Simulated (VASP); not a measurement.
Input of a VASP 6.6.1 run:

INCAR

```
PREC = Accurate ; ENCUT = 500
EDIFF = 1E-7 ; ISMEAR = 0
SIGMA = 0.1 ; LREAL = False
LASPH = True ; NELM = 120
ALGO = Normal ; ISIF = 3
LWAVE = False ; LCHARG = False
GGA = PE ; IBRION = 2
NSW = 100 ; EDIFFG = -0.01
GGA_COMPAT = False ; NELMIN = 4
```

The input KPOINTS:

```
Automatic mesh
0
Gamma
  12 12 8
```

POSCAR

```
MoRu2
1.0
    4.7810990000      0.0000000000      0.0000000000
   -2.3905495000      4.1405532000      0.0000000000
    0.0000000000      0.0000000000      4.3736522000
Mo Ru
2 4
Direct
    0.6666667000      0.3333333000      0.0000000000
    0.3333333000      0.6666667000      0.0000000000
    0.0000000000      0.0000000000      0.0000000000
    0.0000000000      0.3308135000      0.5000000000
    0.6691865000      0.6691865000      0.5000000000
    0.3308135000      0.0000000000      0.5000000000
```

Potentials or basis: VASP PAW PBE potentials, release 64 (Mo_sv, Ru_pv).

Command:

```bash
$ cat potpaw_PBE.64/Mo_sv/POTCAR potpaw_PBE.64/Ru_pv/POTCAR > POTCAR
$ mpirun -np 1 vasp_std > vasp.out
```

Task: Predict the relaxed volume.

Result: 14.44 Å³/atom.

Task: Estimate the relaxed cell.

Result: a = 4.782 Å, b = 4.782 Å, c = 4.375 Å, α = 90.00°, β = 90.00°, γ = 120.00°.

Task: Estimate the space group after relaxing (to 0.1 Å).

Result: P-62m (No. 189).

Task: What does it give for the band gap on the k mesh?

Result: Zero (bands 42 and 43 overlap by 0.80 eV).

Final structure:
```cif
data_structure
_symmetry_space_group_name_H-M 'P 1'
_symmetry_Int_Tables_number 1
_cell_length_a 4.7822
_cell_length_b 4.7822
_cell_length_c 4.3745
_cell_angle_alpha 90.000
_cell_angle_beta 90.000
_cell_angle_gamma 120.000
_cell_volume 86.64
loop_
_atom_site_label
_atom_site_type_symbol
_atom_site_fract_x
_atom_site_fract_y
_atom_site_fract_z
_atom_site_occupancy
Mo1 Mo 0.66667 0.33333 0.00000 1
Mo2 Mo 0.33333 0.66667 0.00000 1
Ru1 Ru 0.00000 0.00000 0.00000 1
Ru2 Ru 0.00000 0.33079 0.50000 1
Ru3 Ru 0.66921 0.66921 0.50000 1
Ru4 Ru 0.33079 0.00000 0.50000 1
```
